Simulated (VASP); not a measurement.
# Si23H4O48 (a cell with a defect) in VASP: notebook, part 2 of 3

VASP 6.6.1. Earlier steps stand in the parts before.

## Step 3: Single point, PBE

Contents of INCAR:

```
ALGO = Normal ; EDIFF = 1E-6
ENCUT = 520 ; GGA = PE
ISIF = 2 ; ISMEAR = 0
LASPH = T ; LCHARG = F
LREAL = Auto ; LWAVE = F
NBANDS = 235 ; NELM = 60
PREC = Accurate ; SIGMA = 0.02
```

Contents of KPOINTS:

```
k-points
0
Gamma
  1 1 1
```

Contents of POSCAR:

```
Si23H4O48
1.0
    9.8316000000      0.0000000000      0.0000000000
   -4.9158000000      8.5144150000      0.0000000000
    0.0000000000      0.0000000000     10.8182000000
Si O H
23 48 4
Direct
    0.2668430000      0.0009767400      0.1634700000
    0.0028516000      0.2703680000      0.3357050000
    0.2306050000      0.2354080000      0.0001007300
    0.2653480000      0.9977494000      0.6636500000
    0.9932126000      0.2663560000      0.8350300000
    0.2323110000      0.2285110000      0.5017520000
    0.2682820000      0.5027390000      0.1672110000
    0.9997803800      0.7676140000      0.3331480000
    0.2338640000      0.7330290000      0.9966533000
    0.9989205000      0.7666930000      0.8327140000
    0.2344290000      0.7356140000      0.4976220000
    0.7692410000      0.0042952000      0.1672390000
    0.4984520000      0.2670890000      0.3326380000
    0.7266420000      0.2320240000      0.0002954000
    0.7657180000      0.0012322000      0.6669000000
    0.4945750000      0.2657660000      0.8320270000
    0.7327730000      0.2338080000      0.4992370000
    0.7651740000      0.5008340000      0.1672980000
    0.5011880000      0.7703670000      0.3320530000
    0.7350830000      0.7369020000      0.0012113000
    0.7631940000      0.4995590000      0.6663380000
    0.5046480000      0.7692100000      0.8316280000
    0.7327490000      0.7354920000      0.4996880000
    0.0687650000      0.2066210000      0.4462400000
    0.2961240000      0.3658270000      0.1099080000
    0.1402060000      0.4347450000      0.2786630000
    0.2024600000      0.0698960000      0.0553950000
    0.3623780000      0.2944360000      0.3913610000
    0.4306990000      0.1384180000      0.2213530000
    0.0654320000      0.2098730000      0.9457150000
    0.3038820000      0.3517710000      0.6166480000
    0.1356700000      0.4290170000      0.7780800000
    0.1997120000      0.0574320000      0.5499300000
    0.3584550000      0.2958220000      0.8879650000
    0.4284840000      0.1364520000      0.7217280000
    0.0679010000      0.7063220000      0.4438320000
    0.2991160000      0.8684090000      0.1031500000
    0.1368330000      0.9300380000      0.2735220000
    0.2040780000      0.5698520000      0.0580140000
    0.3639780000      0.7993980000      0.3865800000
    0.4342950000      0.6406840000      0.2215190000
    0.0677460000      0.7049810000      0.9423610000
    0.2993620000      0.8643310000      0.6090240000
    0.1350350000      0.9300380000      0.7738950000
    0.2058530000      0.5699500000      0.5554350000
    0.3593880000      0.7870590000      0.8833780000
    0.4574520000      0.6484340000      0.7143040000
    0.5683340000      0.2046660000      0.4411890000
    0.7907210000      0.3628830000      0.1097040000
    0.6344730000      0.4331810000      0.2768560000
    0.7032200000      0.0691220000      0.0573170000
    0.8658290000      0.2991990000      0.3913950000
    0.9337440000      0.1415760000      0.2241200000
    0.5617480000      0.2046160000      0.9436860000
    0.7914020000      0.3622690000      0.6109670000
    0.6303510000      0.4323090000      0.7751710000
    0.7053660000      0.0690910000      0.5554790000
    0.8539980000      0.2927100000      0.8882170000
    0.9307640000      0.1366270000      0.7244910000
    0.5684650000      0.7078670000      0.4422990000
    0.7990200000      0.8685060000      0.1101390000
    0.6394420000      0.9356300000      0.2772850000
    0.7054800000      0.5714430000      0.0574340000
    0.8637870000      0.7971160000      0.3899890000
    0.9305870000      0.6356190000      0.2243800000
    0.5697540000      0.7090080000      0.9453830000
    0.7944690000      0.8645580000      0.6107280000
    0.6368080000      0.9393260000      0.7782680000
    0.7041320000      0.5699330000      0.5561050000
    0.8633810000      0.7966100000      0.8896810000
    0.9285160000      0.6335080000      0.7246220000
    0.4515719300      0.5335620600      0.7268971400
    0.2297450000      0.3561110000      0.6755540000
    0.3027980000      0.5849670000      0.5956360000
    0.1163320000      0.4796660000      0.7069560000
```

Potentials or basis: VASP PAW PBE potentials, release 64 (Si, O, H).

Launch:

```sh
$ cat potpaw_PBE.64/Si/POTCAR potpaw_PBE.64/O/POTCAR potpaw_PBE.64/H/POTCAR > POTCAR
$ mpirun -np 1 vasp_gam > vasp.out
```

OUTCAR:

```text
EDIFF = 1E-6
   ENCUT = 520
   GGA = PE
   ISIF = 2
   ISMEAR = 0
   LASPH = T
   LREAL = Auto
   NELM = 60
   PREC = Accurate

 ion  position               nearest neighbor table
   1  0.267  0.001  0.163-  29 1.62  37 1.62  38 1.63  27 1.63   3 3.06  13 3.07   9 3.07   8 3.08

   2  0.003  0.270  0.336-  26 1.62  52 1.62  24 1.63  53 1.63  17 3.06   7 3.06   6 3.07  12 3.07

   3  0.231  0.235  0.000-  27 1.62  30 1.62  25 1.63  34 1.63   7 3.06  16 3.06   1 3.06   5 3.07
[... 83 lines left out ...]
  70  0.863  0.797  0.890-  10 1.62  20 1.63
  71  0.929  0.634  0.725-  21 1.62  10 1.63
  72  0.452  0.534  0.727-  47 1.11
  73  0.230  0.356  0.676-  31 0.99
  74  0.303  0.585  0.596-  45 0.99
  75  0.116  0.480  0.707-  32 0.99

  LATTYP: Found a hexagonal cell.
 ALAT       =     9.8316000000
 C/A-ratio  =     1.1003498922

  Lattice vectors:

 A1 = (   9.8316000000,   0.0000000000,   0.0000000000)
 A2 = (  -4.9158000000,   8.5144150000,   0.0000000000)
 A3 = (   0.0000000000,   0.0000000000,  10.8182000000)

Analysis of symmetry for initial positions (statically):
=====================================================================
 Subroutine PRICEL returns:
 Original cell was already a primitive cell.

 Routine SETGRP: Setting up the symmetry group for a
 hexagonal supercell.

 Subroutine GETGRP returns: Found  1 space group operations
 (whereof  1 operations were pure point group operations)
 out of a pool of 24 trial point group operations.

The static configuration has the point symmetry C_1 .

Analysis of symmetry for dynamics (positions and initial velocities):
=====================================================================
[... 252 lines left out ...]
     AMIX_MAG =   1.60;   BMIX_MAG =  1.00
  volume/ion in A,a.u.               =      12.07        81.48
  Fermi-wavevector in a.u.,A,eV,Ry     =   1.229912  2.324196 20.581296  1.512683
  Thomas-Fermi vector in A             =   2.364781
   LORBIT       =      0    0 simple, 1 ext, 2 COOP (PROOUT), +10 PAW based schemes
   GGA     = PE    functional components
   LHFCALC =     F    Hartree Fock is set to
   AEXX    =    0.0000 exact exchange contribution
   IVDW    =     0    specifies the selected vdW correction
   LEPSILON=     F    determine dielectric tensor
   LRPA    =     F    only Hartree local field effects (RPA)
 non-spin polarized calculation
 Gauss-broadening in eV      SIGMA  =   0.02
  energy-cutoff  :      520.00
  volume of cell :      905.60
 maximum number of plane-waves:     12195
 NGX is ok and might be reduce to    80
   NGX = 37   NGY = 37   NGZ = 41

 number of electron     384.0000016 magnetization

 Free energy of the ion-electron system (eV)
  ---------------------------------------------------
  ext. energy  EPLUGINS =         0.00000000
  ---------------------------------------------------
  free energy    TOTEN  =      -573.21841810 eV

  energy without entropy =     -573.21841810  energy(sigma->0) =     -573.21841810

 E-fermi :   1.2060     XC(G=0):  -9.2421

 val. band max:        1.0957222798   @ k =   0.0000   0.0000   0.0000
 cond. band min:       6.7668816437   @ k =   0.0000   0.0000   0.0000
 fundamental gap:      5.6711593639
 Fermi energy:         1.2060130907

 k-point     1 :       0.0000    0.0000    0.0000
  band No.  band energies     occupation
      1     -18.3454      2.00000
      2     -17.9145      2.00000
      3     -17.9042      2.00000
      4     -17.8651      2.00000
      5     -17.8537      2.00000
      6     -17.8256      2.00000
[... 196 lines left out ...]
    203       9.8104      0.00000
    204       9.8181      0.00000
 [bands above 204 left out]

------------------------ aborting loop because EDIFF is reached ----------------------------------------

  FORCE on cell =-STRESS in cart. coord.  units (eV):
  Direction    XX          YY          ZZ          XY          YZ          ZX
  --------------------------------------------------------------------------------------
  -------------------------------------------------------------------------------------
  Total       13.0868222     13.6764472     14.1524241      2.2408912     -0.5474138     -0.5156287
  in kB       23.1531861     24.1963497     25.0384474      3.9645814     -0.9684836     -0.9122495
  external PRESSURE =      24.1293277 kB  Pullay stress =       0.0000000 kB

 VOLUME and BASIS-vectors are now :
 -----------------------------------------------------------------------------
  energy-cutoff  :      520.00
  volume of cell :      905.60
      direct lattice vectors                 reciprocal lattice vectors
     9.831600000  0.000000000  0.000000000     0.101712844  0.058723941  0.000000000
    -4.915800000  8.514415000  0.000000000     0.000000000  0.117447881  0.000000000
     0.000000000  0.000000000 10.818200000     0.000000000  0.000000000  0.092436819

 POSITION                                       TOTAL-FORCE (eV/Angst)
 -----------------------------------------------------------------------------------
      2.61869      0.00832      1.76845         0.023002     -0.018972     -0.001974
     -1.30104      2.30203      3.63172        -0.016367      0.023594     -0.011792
      1.11000      2.00436      0.00109        -0.050066     -0.015063      0.031529
     -2.29594      8.49525      7.17950         0.025348     -0.041637      0.014880
      8.45552      2.26787      9.03352         0.012036     -0.001373      0.008701
      1.16067      1.94564      5.42805         0.005196     -0.064265     -0.112759
[... 67 lines left out ...]
      0.10141      4.98065      6.44371         0.139183      0.004228      0.099418
     -1.21421      4.08408      7.64799        -0.008520      0.060190     -0.059515
 -----------------------------------------------------------------------------------
    total drift:                               -0.019892      0.002984     -0.013835

  FREE ENERGIE OF THE ION-ELECTRON SYSTEM (eV)
  ---------------------------------------------------
  free  energy   TOTEN  =      -573.2184181000 eV

  energy  without entropy=     -573.2184181000  energy(sigma->0) =     -573.21841810
```

It took 3.9 min on 1 thread of Intel Xeon 6975P-C (Granite Rapids), shared host; peak memory 0.98 GiB.

Results:

- Free energy: -573.2184 eV
- Pressure: 2.4 GPa
- Largest force: 3.976 eV/Å
- Band gap on the k mesh: 5.67 eV

Forces on the atoms (eV/Å):
```
Si   0.023 -0.019 -0.002
Si  -0.016  0.024 -0.012
Si  -0.050 -0.015  0.032
Si   0.025 -0.042  0.015
Si   0.012 -0.001  0.009
Si   0.005 -0.064 -0.113
Si   0.008  0.015 -0.011
Si  -0.011  0.007  0.001
Si   0.030 -0.007 -0.038
Si  -0.009  0.009  0.018
Si  -0.012 -0.008 -0.004
Si   0.012 -0.015 -0.011
Si   0.010  0.008 -0.010
Si   0.011 -0.018  0.011
Si  -0.013 -0.048  0.015
Si   0.037 -0.069  0.045
Si   0.006 -0.026  0.001
Si   0.009  0.008 -0.007
Si   0.002  0.004  0.012
Si  -0.063 -0.005 -0.019
Si   0.060  0.041 -0.051
Si   0.026 -0.174 -0.066
Si  -0.041  0.001  0.025
O    0.031  0.019  0.026
O   -0.003 -0.012 -0.014
O    0.008 -0.013  0.004
O    0.013  0.019 -0.005
O   -0.021 -0.008  0.025
O   -0.013  0.012  0.008
O    0.012  0.008 -0.004
O    0.062  0.034  0.058
O    0.020 -0.046  0.010
O   -0.007  0.033  0.002
O    0.016  0.017 -0.034
O   -0.018  0.029  0.005
O   -0.002  0.011 -0.005
O   -0.017  0.005  0.007
O    0.012 -0.001 -0.008
O    0.007 -0.002  0.013
O   -0.004 -0.011  0.004
O   -0.009  0.001  0.004
O   -0.010  0.008 -0.009
O   -0.017  0.006 -0.006
O    0.015  0.010 -0.017
O   -0.061 -0.026 -0.014
O   -0.051  0.015  0.054
O    1.760 -3.435  0.357
O   -0.008  0.013 -0.004
O   -0.012 -0.008 -0.007
O    0.006 -0.007  0.002
O    0.007  0.012  0.002
O    0.002 -0.011  0.009
O   -0.005  0.015  0.012
O   -0.019  0.017 -0.020
O   -0.019  0.002  0.005
O   -0.056 -0.002 -0.001
O    0.004  0.020 -0.004
O   -0.005 -0.010  0.008
O    0.005  0.019  0.004
O    0.004  0.013 -0.021
O   -0.001  0.008  0.005
O    0.007 -0.002 -0.004
O    0.019 -0.006  0.011
O    0.004 -0.010  0.006
O   -0.009  0.006  0.008
O    0.046  0.025  0.067
O    0.005  0.001 -0.020
O    0.020  0.064 -0.007
O    0.019 -0.018  0.016
O    0.015 -0.010  0.002
O   -0.015 -0.013  0.003
H   -1.826  3.498 -0.489
H   -0.103  0.042  0.078
H    0.139  0.004  0.099
H   -0.009  0.060 -0.060
```

Caveat: the k points lie up to 0.74 Å⁻¹ apart.

## Step 4: Single point, PBE

Contents of INCAR:

```
ALGO = Normal
EDIFF = 1E-6
ENCUT = 520
GGA = PE
ISIF = 2
ISMEAR = 0
LASPH = True
LCHARG = True
LELF = True
LREAL = Auto
LVHAR = True
LWAVE = False
NBANDS = 235
NELM = 60
PREC = Accurate
SIGMA = 0.02
```

KPOINTS is that of step 3.

POSCAR, as its differences from that of step 3:

```diff
@@ -79,3 +79,3 @@
     0.9285160000      0.6335080000      0.7246220000
-    0.4515719300      0.5335620600      0.7268971400
+    0.4510421900      0.5232132400      0.7280316600
     0.2297450000      0.3561110000      0.6755540000
```

Potentials or basis: VASP PAW PBE potentials, release 64 (Si, O, H).

Launch:

```sh
$ cat potpaw_PBE.64/Si/POTCAR potpaw_PBE.64/O/POTCAR potpaw_PBE.64/H/POTCAR > POTCAR
$ mpirun -np 1 vasp_gam > vasp.out
```

OUTCAR:

```text
EDIFF = 1E-6
   ENCUT = 520
   GGA = PE
   ISIF = 2
   ISMEAR = 0
   LASPH = True
   LREAL = Auto
   NELM = 60
   PREC = Accurate

 ion  position               nearest neighbor table
   1  0.267  0.001  0.163-  29 1.62  37 1.62  38 1.63  27 1.63   3 3.06  13 3.07   9 3.07   8 3.08

   2  0.003  0.270  0.336-  26 1.62  52 1.62  24 1.63  53 1.63  17 3.06   7 3.06   6 3.07  12 3.07

   3  0.231  0.235  0.000-  27 1.62  30 1.62  25 1.63  34 1.63   7 3.06  16 3.06   1 3.06   5 3.07
[... 83 lines left out ...]
  70  0.863  0.797  0.890-  10 1.62  20 1.63
  71  0.929  0.634  0.725-  21 1.62  10 1.63
[... 533 lines left out ...]
  Total       12.7433980     12.4194829     14.1266185      2.8941845     -0.4785946     -0.6670273
  in kB       22.5456006     21.9725305     24.9927923      5.1203868     -0.8467288     -1.1801036
  external PRESSURE =      23.1703078 kB  Pullay stress =       0.0000000 kB

 VOLUME and BASIS-vectors are now :
 -----------------------------------------------------------------------------
  energy-cutoff  :      520.00
  volume of cell :      905.60
      direct lattice vectors                 reciprocal lattice vectors
     9.831600000  0.000000000  0.000000000     0.101712844  0.058723941  0.000000000
    -4.915800000  8.514415000  0.000000000     0.000000000  0.117447881  0.000000000
     0.000000000  0.000000000 10.818200000     0.000000000  0.000000000  0.092436819

 POSITION                                       TOTAL-FORCE (eV/Angst)
 -----------------------------------------------------------------------------------
      2.61869      0.00832      1.76845         0.030389     -0.032776     -0.000642
     -1.30104      2.30203      3.63172        -0.027985      0.031694     -0.026383
      1.11000      2.00436      0.00109        -0.081756     -0.021575      0.063590
     -2.29594      8.49525      7.17950         0.034319     -0.078427      0.016222
      8.45552      2.26787      9.03352         0.007278      0.003817      0.000035
      1.16067      1.94564      5.42805         0.015506     -0.117235     -0.181684
[... 67 lines left out ...]
      0.10141      4.98065      6.44371         0.177943      0.018517      0.140540
     -1.21421      4.08408      7.64799        -0.002492      0.067671     -0.060336
 -----------------------------------------------------------------------------------
    total drift:                               -0.019874      0.002851     -0.013652

  FREE ENERGIE OF THE ION-ELECTRON SYSTEM (eV)
  ---------------------------------------------------
  free  energy   TOTEN  =      -572.7615174992 eV

  energy  without entropy=     -572.7615174992  energy(sigma->0) =     -572.76151750
```

OSZICAR:

```text
N       E                     dE             d eps       ncg     rms          rms(c)
DAV:   1     0.357391161754E+04    0.35739E+04   -0.23312E+05   478   0.161E+03
DAV:   2    -0.345358979516E+03   -0.39193E+04   -0.38095E+04   585   0.391E+02
DAV:   3    -0.639747712407E+03   -0.29439E+03   -0.29277E+03   548   0.115E+02
DAV:   4    -0.645816551396E+03   -0.60688E+01   -0.60463E+01   564   0.178E+01
DAV:   5    -0.645935532323E+03   -0.11898E+00   -0.11883E+00   540   0.239E+00    0.693E+01
DAV:   6    -0.572356955059E+03    0.73579E+02   -0.32931E+02   524   0.358E+01    0.321E+01
DAV:   7    -0.572609939767E+03   -0.25298E+00   -0.82145E+00   596   0.562E+00    0.122E+01
DAV:   8    -0.572648323621E+03   -0.38384E-01   -0.38102E-01   540   0.179E+00    0.476E+00
DAV:   9    -0.572749974629E+03   -0.10165E+00   -0.19051E-01   540   0.129E+00    0.847E-01
DAV:  10    -0.572759935861E+03   -0.99612E-02   -0.23467E-02   556   0.371E-01    0.305E-01
DAV:  11    -0.572761308003E+03   -0.13721E-02   -0.28540E-03   540   0.137E-01    0.108E-01
DAV:  12    -0.572761431058E+03   -0.12305E-03   -0.91588E-04   556   0.797E-02    0.330E-02
DAV:  13    -0.572761501668E+03   -0.70611E-04   -0.89091E-05   548   0.282E-02    0.275E-02
DAV:  14    -0.572761515498E+03   -0.13829E-04   -0.32750E-05   564   0.186E-02    0.145E-02
DAV:  15    -0.572761517167E+03   -0.16693E-05   -0.12801E-05   548   0.108E-02    0.633E-03
DAV:  16    -0.572761517499E+03   -0.33237E-06   -0.17090E-06   372   0.579E-03
   1 F= -.57276152E+03 E0= -.57276152E+03  d E =-.146176E-33
```

It took 4.4 min on 1 thread of Intel Xeon 6975P-C (Granite Rapids), shared host; peak memory 0.99 GiB.

What came out:

* Free energy: -572.7615 eV
* Pressure: 2.3 GPa
* Largest force: 4.984 eV/Å
* Band gap on the k mesh: 5.57 eV

Forces on the atoms (eV/Å):
```
Si   0.030 -0.033 -0.001
Si  -0.028  0.032 -0.026
Si  -0.082 -0.022  0.064
Si   0.034 -0.078  0.016
Si   0.007  0.004  0.000
Si   0.016 -0.117 -0.182
Si   0.005  0.032 -0.018
Si  -0.012  0.003  0.002
Si   0.056 -0.001 -0.064
Si  -0.013  0.010  0.033
Si   0.004 -0.022  0.005
Si   0.010 -0.028 -0.015
Si   0.023  0.009 -0.019
Si   0.028 -0.024  0.019
Si  -0.030 -0.085  0.033
Si   0.073 -0.139  0.082
Si   0.013 -0.040  0.000
Si   0.009  0.015 -0.010
Si   0.006  0.001  0.020
Si  -0.106 -0.001 -0.036
Si   0.098  0.081 -0.101
Si   0.067 -0.327 -0.146
Si  -0.069  0.012  0.045
O    0.053  0.026  0.051
O    0.003 -0.021 -0.021
O    0.008 -0.020  0.008
O    0.013  0.030 -0.015
O   -0.033 -0.006  0.042
O   -0.015  0.016  0.011
O    0.023  0.008 -0.002
O    0.095  0.074  0.140
O    0.018 -0.068  0.009
O   -0.016  0.056  0.002
O    0.030  0.036 -0.069
O   -0.021  0.053  0.009
O   -0.007  0.013 -0.008
O   -0.024  0.013  0.016
O    0.012  0.003 -0.009
O    0.006 -0.009  0.022
O   -0.007 -0.008  0.002
O   -0.010 -0.004  0.004
O   -0.019  0.007 -0.011
O   -0.029  0.021 -0.005
O    0.018  0.019 -0.022
O   -0.082 -0.030 -0.032
O   -0.094  0.032  0.094
O    2.181 -4.251  0.431
O   -0.013  0.015 -0.003
O   -0.014 -0.010 -0.009
O    0.003 -0.011  0.005
O    0.004  0.018  0.001
O    0.003 -0.010  0.010
O   -0.001  0.020  0.018
O   -0.034  0.027 -0.034
O   -0.029  0.007  0.018
O   -0.114  0.000  0.003
O    0.000  0.033 -0.012
O   -0.012 -0.009  0.010
O    0.013  0.027  0.005
O    0.007  0.013 -0.032
O    0.005  0.015  0.013
O    0.007  0.002 -0.006
O    0.026 -0.016  0.015
O    0.008 -0.011  0.004
O   -0.009  0.004  0.008
O    0.083  0.039  0.125
O    0.017  0.008 -0.031
O    0.032  0.120 -0.011
O    0.030 -0.039  0.026
O    0.029 -0.010 -0.001
O   -0.023 -0.026  0.001
H   -2.296  4.377 -0.637
H   -0.142  0.056  0.085
H    0.178  0.019  0.141
H   -0.002  0.068 -0.060
```

Caveat: the k points lie up to 0.74 Å⁻¹ apart.

(Part 2 of 3 ends here.)
